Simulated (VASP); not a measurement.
# WS2 (P6_3/mmc) in VASP: further runs

The runs below take WS2 through single point, with PBE+D3(BJ).

All numbers are computed with VASP 6.6.1; they aren't measurements. Logs are shortened: lines on timing, memory, paths and dates and some standing lists are left out, and cuts for length are marked.

**1. The cell of the first run**

It takes space group P6_3/mmc (No. 194, hexagonal). Conventional cell: a = 3.180 Å, b = 3.180 Å, c = 12.500 Å, α = 90.00°, β = 90.00°, γ = 120.00°. W (site symmetry -6m2) has 6 S at 2.41 Å and 6 W at 3.18 Å within 3.2 Å. Within 3.2 Å of S (site symmetry 3m) lie 3 W at 2.41 Å and 7 S at 3.12 to 3.18 Å.

**2. Single point, PBE+D3(BJ)**

Input file INCAR:

```
SYSTEM = WS2
PREC = Accurate
ENCUT = 520
EDIFF = 1E-6
ISMEAR = 0
SIGMA = 0.1
LREAL = .False.
LASPH = .True.
NELM = 60
ALGO = Normal
ISIF = 2
LWAVE = .False.
LCHARG = .False.
GGA = PE
IVDW = 12
NBANDS = 35
```

Input file KPOINTS:

```
regular mesh
0
Gamma
  6 6 2
  0 0 0
```

Input file POSCAR:

```
WS2
1.0
    3.1800000000      0.0000000000      0.0000000000
   -1.5900000000      2.7539607840      0.0000000000
    0.0000000000      0.0000000000     12.5000000000
W S
2 4
Direct
    0.3333333333      0.6666666667      0.2500000000
    0.6666666667      0.3333333333      0.7500000000
    0.3333333333      0.6666666667      0.6250000000
    0.6666666667      0.3333333333      0.1250000000
    0.3333333333      0.6666666667      0.8750000000
    0.6666666667      0.3333333333      0.3750000000
```

Potentials or basis: VASP PAW PBE potentials, release 64 (W_sv, S).

Run with:

```bash
$ cat potpaw_PBE.64/W_sv/POTCAR potpaw_PBE.64/S/POTCAR > POTCAR
$ mpirun -np 1 vasp_std > vasp.out
```

OUTCAR:

```text
SYSTEM = WS2
   PREC = Accurate
   ENCUT = 520
   EDIFF = 1E-6
   ISMEAR = 0
   LREAL = .False.
   LASPH = .True.
   NELM = 60
   ISIF = 2
   GGA = PE
   IVDW = 12
 IVDW          = 12

 ion  position               nearest neighbor table
   1  0.333  0.667  0.250-   4 2.41   6 2.41   4 2.41   6 2.41   4 2.41   6 2.41
   2  0.667  0.333  0.750-   3 2.41   5 2.41   3 2.41   5 2.41   3 2.41   5 2.41
   3  0.333  0.667  0.625-   2 2.41   2 2.41   2 2.41
   4  0.667  0.333  0.125-   1 2.41   1 2.41   1 2.41
   5  0.333  0.667  0.875-   2 2.41   2 2.41   2 2.41
   6  0.667  0.333  0.375-   1 2.41   1 2.41   1 2.41

  LATTYP: Found a hexagonal cell.
 ALAT       =     3.1800000000
 C/A-ratio  =     3.9308176101

  Lattice vectors:

 A1 = (   3.1800000000,   0.0000000000,   0.0000000000)
 A2 = (  -1.5900000000,   2.7539607840,   0.0000000000)
 A3 = (   0.0000000000,   0.0000000000,  12.5000000000)

Analysis of symmetry for initial positions (statically):
=====================================================================
 Subroutine PRICEL returns:
 Original cell was already a primitive cell.

 Routine SETGRP: Setting up the symmetry group for a
 hexagonal supercell.

 Subroutine GETGRP returns: Found 24 space group operations
 (whereof 12 operations were pure point group operations)
 out of a pool of 24 trial point group operations.

The static configuration has the point symmetry D_3d.
 The point group associated with its full space group is D_6h.

Analysis of symmetry for dynamics (positions and initial velocities):
=====================================================================
 Subroutine PRICEL returns:
 Original cell was already a primitive cell.

 Routine SETGRP: Setting up the symmetry group for a
 hexagonal supercell.

 Subroutine GETGRP returns: Found 24 space group operations
 (whereof 12 operations were pure point group operations)
 out of a pool of 24 trial point group operations.

The dynamic configuration has the point symmetry D_3d.
 The point group associated with its full space group is D_6h.

 Subroutine INISYM returns: Found 24 space group operations
 (whereof 12 operations are pure point group operations),
 and found     1 'primitive' translations

----------------------------------------------------------------------------------------

                                     Primitive cell

  volume of cell :     109.4699

  direct lattice vectors                    reciprocal lattice vectors
     3.180000000  0.000000000  0.000000000     0.314465409  0.181556688  0.000000000
    -1.590000000  2.753960784  0.000000000     0.000000000  0.363113377  0.000000000
     0.000000000  0.000000000 12.500000000     0.000000000  0.000000000  0.080000000

  length of vectors
     3.180000000  3.180000000 12.500000000     0.363113377  0.363113377  0.080000000

  position of ions in fractional coordinates (direct lattice)
     0.333333333  0.666666667  0.250000000
     0.666666667  0.333333333  0.750000000
     0.333333333  0.666666667  0.625000000
     0.666666667  0.333333333  0.125000000
     0.333333333  0.666666667  0.875000000
     0.666666667  0.333333333  0.375000000

  ion indices of the primitive-cell ions
   primitive index   ion index
                 1           1
                 2           2
                 3           3
                 4           4
                 5           5
                 6           6

----------------------------------------------------------------------------------------

 KPOINTS: regular mesh

Automatic generation of k-mesh.
 Grid dimensions read from file:
 generate k-points for:    6    6    2

 Generating k-lattice:

  Cartesian coordinates                     Fractional coordinates (reciprocal lattice)
     0.052410901  0.030259448  0.000000000     0.166666667  0.000000000  0.000000000
     0.000000000  0.060518896  0.000000000     0.000000000  0.166666667  0.000000000
     0.000000000  0.000000000  0.040000000     0.000000000  0.000000000  0.500000000

  Length of vectors
     0.060518896  0.060518896  0.040000000

  Shift w.r.t. Gamma in fractional coordinates (k-lattice)
     0.000000000  0.000000000  0.000000000

 Subroutine IBZKPT returns following result:
 ===========================================

 Found     14 irreducible k-points:

 Following reciprocal coordinates:
            Coordinates               Weight
  0.000000  0.000000  0.000000      1.000000
  0.166667  0.000000  0.000000      6.000000
  0.333333  0.000000  0.000000      6.000000
  0.500000  0.000000  0.000000      3.000000
  0.166667  0.166667  0.000000      6.000000
  0.333333  0.166667  0.000000     12.000000
  0.333333  0.333333  0.000000      2.000000
  0.000000  0.000000  0.500000      1.000000
  0.166667  0.000000  0.500000      6.000000
  0.333333  0.000000  0.500000      6.000000
  0.500000  0.000000  0.500000      3.000000
  0.166667  0.166667  0.500000      6.000000
  0.333333  0.166667  0.500000     12.000000
  0.333333  0.333333  0.500000      2.000000
   k-points           NKPTS =     14   k-points in BZ     NKDIM =     14   number of bands    NBANDS=     35
   number of dos      NEDOS =    301   number of ions     NIONS =      6
   total plane-waves  NPLWV =  55296
   dimension x,y,z NGX =    24 NGY =   24 NGZ =   96
   dimension x,y,z NGXF=    48 NGYF=   48 NGZF=  192
   ions per type =               2   4
   NGX,Y,Z   is equivalent  to a cutoff of  12.55, 12.55, 12.77 a.u.
   NGXF,Y,Z  is equivalent  to a cutoff of  25.09, 25.09, 25.54 a.u.
 SYSTEM =  WS2
   PREC   = accura    normal or accurate (medium, high low for compatibility)
   ISTART =      0    job   : 0-new  1-cont  2-samecut
   ICHARG =      2    charge: 1-file 2-atom 10-const
   ISPIN  =      1    spin polarized calculation?
   LNONCOLLINEAR =      F non collinear calculations
   LSORBIT =      F    spin-orbit coupling
   LASPH  =      T    aspherical Exc in radial PAW
   ENCUT  =  520.0 eV  38.22 Ry    6.18 a.u.   5.91  5.91 23.24*2*pi/ulx,y,z
   NELM   =     60;   NELMIN=  2; NELMDL= -5     # of ELM steps
   EDIFF  = 0.1E-05   stopping-criterion for ELM
   LREAL  =      F    real-space projection
   EDIFFG = 0.1E-04   stopping-criterion for IOM
   NSW    =      0    number of steps for IOM
   IBRION =     -1    ionic relax: 0-MD 1-quasi-New 2-CG
   NFREE  =      0    steps in history (QN), initial steepest desc. (CG)
   ISIF   =      2    stress and relaxation
   ISYM   =      2    0-nonsym 1-usesym 2-fastsym
   POTIM  = 0.5000    time-step for ionic-motion
   TEBEG  =    0.0;   TEEND  =   0.0 temperature during run
   PSTRESS=    0.0 pullay stress
   NELECT =      52.0000    total number of electrons
   NUPDOWN=      -1.0000    fix difference up-down
   EMIN   =  10.00;   EMAX   =-10.00  energy-range for DOS
   EFERMI =   0.00;   METHOD = LEGACY
   ISMEAR =     0;   SIGMA  =   0.10  broadening in eV -4-tet -1-fermi 0-gaus
   EFERMI_NEDOS =   21; number of points for ismear=-14 and -15
   IALGO  =     38    algorithm
   IMIX   =      4    mixing-type and parameters
     AMIX     =   0.40;   BMIX     =  1.00
     AMIX_MAG =   1.60;   BMIX_MAG =  1.00
  volume/ion in A,a.u.               =      18.24       123.12
  Fermi-wavevector in a.u.,A,eV,Ry     =   1.277353  2.413847 22.199688  1.631631
  Thomas-Fermi vector in A             =   2.409958
   LORBIT       =      0    0 simple, 1 ext, 2 COOP (PROOUT), +10 PAW based schemes
   GGA     = PE    functional components
   LHFCALC =     F    Hartree Fock is set to
   AEXX    =    0.0000 exact exchange contribution
   IVDW    =    12    specifies the selected vdW correction
   LEPSILON=     F    determine dielectric tensor
   LRPA    =     F    only Hartree local field effects (RPA)
 non-spin polarized calculation
 Gauss-broadening in eV      SIGMA  =   0.10
  energy-cutoff  :      520.00
  volume of cell :      109.47
 maximum number of plane-waves:      2976
 NGX is ok and might be reduce to    24
   NGX = 11   NGY = 11   NGZ = 47

 number of electron      52.0000006 magnetization

 Free energy of the ion-electron system (eV)
  ---------------------------------------------------
  ext. energy  EPLUGINS =         0.00000000
  ---------------------------------------------------
  free energy    TOTEN  =       -47.27705518 eV

  energy without entropy =      -47.27705518  energy(sigma->0) =      -47.27705518

 E-fermi :   7.6779     XC(G=0): -10.7731

 val. band max:        7.1197287634   @ k =   0.0000   0.0000   0.0000
 cond. band min:       8.1815437983   @ k =   0.1667   0.1667   0.0000
 fundamental gap:      1.0618150349
 Fermi energy:         7.6779393544

 k-point     1 :       0.0000    0.0000    0.0000
  band No.  band energies     occupation
      1     -67.5142      2.00000
      2     -67.5141      2.00000
      3     -31.7565      2.00000
      4     -31.7564      2.00000
      5     -31.6031      2.00000
      6     -31.6031      2.00000
[... 27 lines left out ...]
     34       9.6269      0.00000
     35      11.7486      0.00000

 k-point     2 :       0.1667    0.0000    0.0000
  band No.  band energies     occupation
      1     -67.5099      2.00000
      2     -67.5099      2.00000
      3     -31.7410      2.00000
      4     -31.7410      2.00000
      5     -31.6886      2.00000
      6     -31.6886      2.00000
[... 27 lines left out ...]
     34      10.1462      0.00000
     35      13.3614      0.00000

 k-point     3 :       0.3333    0.0000    0.0000
  band No.  band energies     occupation
      1     -67.5015      2.00000
      2     -67.5014      2.00000
      3     -31.8559      2.00000
      4     -31.8559      2.00000
      5     -31.7100      2.00000
      6     -31.7099      2.00000
[... 27 lines left out ...]
     34      11.1327      0.00000
     35      12.9136      0.00000

 k-point     4 :       0.5000    0.0000    0.0000
  band No.  band energies     occupation
      1     -67.4972      2.00000
      2     -67.4972      2.00000
      3     -31.9377      2.00000
      4     -31.9377      2.00000
      5     -31.6944      2.00000
      6     -31.6944      2.00000
[... 27 lines left out ...]
     34      11.3635      0.00000
     35      11.4462      0.00000

 k-point     5 :       0.1667    0.1667    0.0000
  band No.  band energies     occupation
      1     -67.5036      2.00000
      2     -67.5036      2.00000
      3     -31.7988      2.00000
      4     -31.7988      2.00000
      5     -31.7177      2.00000
      6     -31.7177      2.00000
[... 258 lines left out ...]
 k-point    12 :       0.1667    0.1667    0.5000
  band No.  band energies     occupation
      1     -67.5036      2.00000
      2     -67.5036      2.00000
      3     -31.7988      2.00000
      4     -31.7988      2.00000
      5     -31.7177      2.00000
      6     -31.7177      2.00000
[... 27 lines left out ...]
     34      11.1202      0.00000
     35      14.3195      0.00000

 k-point    13 :       0.3333    0.1667    0.5000
  band No.  band energies     occupation
      1     -67.4972      2.00000
      2     -67.4972      2.00000
      3     -31.8960      2.00000
      4     -31.8960      2.00000
      5     -31.7256      2.00000
      6     -31.7256      2.00000
[... 27 lines left out ...]
     34      11.3597      0.00000
     35      12.9384      0.00000

 k-point    14 :       0.3333    0.3333    0.5000
  band No.  band energies     occupation
      1     -67.4951      2.00000
      2     -67.4951      2.00000
      3     -31.8538      2.00000
      4     -31.8538      2.00000
      5     -31.8201      2.00000
      6     -31.8201      2.00000
[... 27 lines left out ...]
     34      11.9083      0.00000
     35      13.5373      0.00000

------------------------ aborting loop because EDIFF is reached ----------------------------------------

 Edisp (eV)   -2.48643

 E8    (eV) :    -1.0443

  FORCE on cell =-STRESS in cart. coord.  units (eV):
  Direction    XX          YY          ZZ          XY          YZ          ZX
  --------------------------------------------------------------------------------------
  -------------------------------------------------------------------------------------
  Total      -1.47288    -1.47288    -0.23517     0.00000     0.00000     0.00000
  in kB     -21.55671   -21.55671    -3.44184     0.00000     0.00000     0.00000
  external pressure =      -15.52 kB  Pullay stress =        0.00 kB

 VOLUME and BASIS-vectors are now :
 -----------------------------------------------------------------------------
  energy-cutoff  :      520.00
  volume of cell :      109.47
      direct lattice vectors                 reciprocal lattice vectors
     3.180000000  0.000000000  0.000000000     0.314465409  0.181556688  0.000000000
    -1.590000000  2.753960784  0.000000000     0.000000000  0.363113377  0.000000000
     0.000000000  0.000000000 12.500000000     0.000000000  0.000000000  0.080000000

 POSITION                                       TOTAL-FORCE (eV/Angst)
 -----------------------------------------------------------------------------------
     -0.00000      1.83597      3.12500        -0.000000      0.000000      0.000000
      1.59000      0.91799      9.37500         0.000000     -0.000000      0.000000
     -0.00000      1.83597      7.81250         0.000000     -0.000000     -0.143077
      1.59000      0.91799      1.56250        -0.000000      0.000000     -0.143077
     -0.00000      1.83597     10.93750         0.000000     -0.000000      0.143077
      1.59000      0.91799      4.68750        -0.000000      0.000000      0.143077
 -----------------------------------------------------------------------------------
    total drift:                               -0.000000      0.000000     -0.000000

  FREE ENERGIE OF THE ION-ELECTRON SYSTEM (eV)
  ---------------------------------------------------
  free  energy   TOTEN  =       -49.7634814853 eV

  energy  without entropy=      -49.7634814853  energy(sigma->0) =      -49.76348149
```

Wall time 27 s (1 thread of Intel Xeon 6975P-C (Granite Rapids), shared host); peak memory 0.25 GiB.

Results:

* Free energy: -49.7635 eV
* Pressure: -1.6 GPa
* Largest force: 0.143 eV/Å
* Band gap on the k mesh: 1.06 eV (least direct gap 1.74 eV)
* Dispersion energy per atom: -0.414 eV

Forces on the atoms (eV/Å):
```
W    0.000  0.000  0.000
W    0.000  0.000  0.000
S    0.000  0.000 -0.143
S    0.000  0.000 -0.143
S    0.000  0.000  0.143
S    0.000  0.000  0.143
```

Levels at points of the mesh, in eV from the valence-band top:
```
           k point  band 23  band 24  band 25  band 26  band 27  band 28  band 29  band 30
(0.00, 0.00, 0.00)    -2.25    -1.57    -1.08     0.00     2.26     2.26     2.27     2.27
(0.50, 0.00, 0.00)    -2.01    -1.85    -1.66    -1.50     2.22     2.26     2.58     2.79
(0.00, 0.00, 0.50)    -2.27    -2.27    -0.30    -0.30     2.25     2.25     2.25     2.25
(0.50, 0.00, 0.50)    -1.93    -1.93    -1.57    -1.57     2.24     2.24     2.70     2.70
```

Caveat: spin-orbit coupling is left out, which moves the levels of the heavy elements.

**3. Single point, PBE+D3(BJ) (15.34 Å³/atom)**

This run uses another cell than the first one, of 15.34 Å³/atom.

Changes to INCAR since step 2:

```diff
@@ -5,6 +5,6 @@
 ISMEAR = 0
-SIGMA = 0.1
+SIGMA = 0.02
 LREAL = .False.
 LASPH = .True.
-NELM = 60
+NELM = 100
 ALGO = Normal
```

Input file KPOINTS:

```
Automatic mesh
0
Gamma
  12 12 4
  0 0 0
```

Input file POSCAR:

```
WS2
1.0
    3.0712899021      0.0000000000      0.0000000000
   -1.5356449511      2.6598150776      0.0000000000
    0.0000000000      0.0000000000     11.2678964440
W S
2 4
Direct
    0.3333333333      0.6666666667      0.2500000000
    0.6666666667      0.3333333333      0.7500000000
    0.3333333333      0.6666666667      0.6095880229
    0.6666666667      0.3333333333      0.1095880229
    0.3333333333      0.6666666667      0.8904119771
    0.6666666667      0.3333333333      0.3904119771
```

Potentials or basis: VASP PAW PBE potentials, release 64 (W_sv, S).

Run with:

```bash
$ cat potpaw_PBE.64/W_sv/POTCAR potpaw_PBE.64/S/POTCAR > POTCAR
$ mpirun -np 1 vasp_std > vasp.out
```

It took 65 s on 1 thread of Intel Xeon 6975P-C (Granite Rapids), shared host; peak memory 0.31 GiB.

The run converged. Its results:

- Free energy: -49.4195 eV
- Pressure: 11.7 GPa
- Largest force: 0.008 eV/Å
- Band gap on the k mesh: 0.39 eV (least direct gap 1.72 eV)
- Dispersion energy per atom: -0.499 eV

Forces in eV/Å, atoms in the order of the input:
```
W    0.000  0.000  0.000
W    0.000  0.000  0.000
S    0.000  0.000 -0.008
S    0.000  0.000 -0.008
S    0.000  0.000  0.008
S    0.000  0.000  0.008
```

Stress tensor (GPa, compression positive):
```
11.71  0.00  0.00
 0.00 11.71  0.00
 0.00  0.00 11.79
```

Levels at points of the mesh, in eV from the valence-band top:
| k point | band 22 | band 23 | band 24 | band 25 | band 26 | band 27 | band 28 | band 29 | band 30 | band 31 |
| --- | --- | --- | --- | --- | --- | --- | --- | --- | --- | --- |
| (0.00, 0.00, 0.00) | -2.32 | -2.32 | -1.92 | -0.97 | 0.00 | 1.93 | 1.93 | 2.14 | 2.14 | 2.16 |
| (0.50, 0.00, 0.00) | -3.12 | -2.43 | -2.32 | -1.87 | -1.77 | 2.27 | 2.36 | 2.47 | 2.88 | 3.05 |
| (0.00, 0.00, 0.50) | -2.41 | -2.41 | -2.41 | -0.26 | -0.26 | 2.04 | 2.04 | 2.04 | 2.04 | 2.33 |
| (0.50, 0.00, 0.50) | -3.51 | -2.10 | -2.10 | -2.04 | -2.04 | 2.40 | 2.40 | 2.73 | 2.73 | 3.31 |

Caveat: the cell stands under pressure; spin-orbit coupling is left out, which moves the levels of the heavy elements.

(Continued in part 2 of 2.)
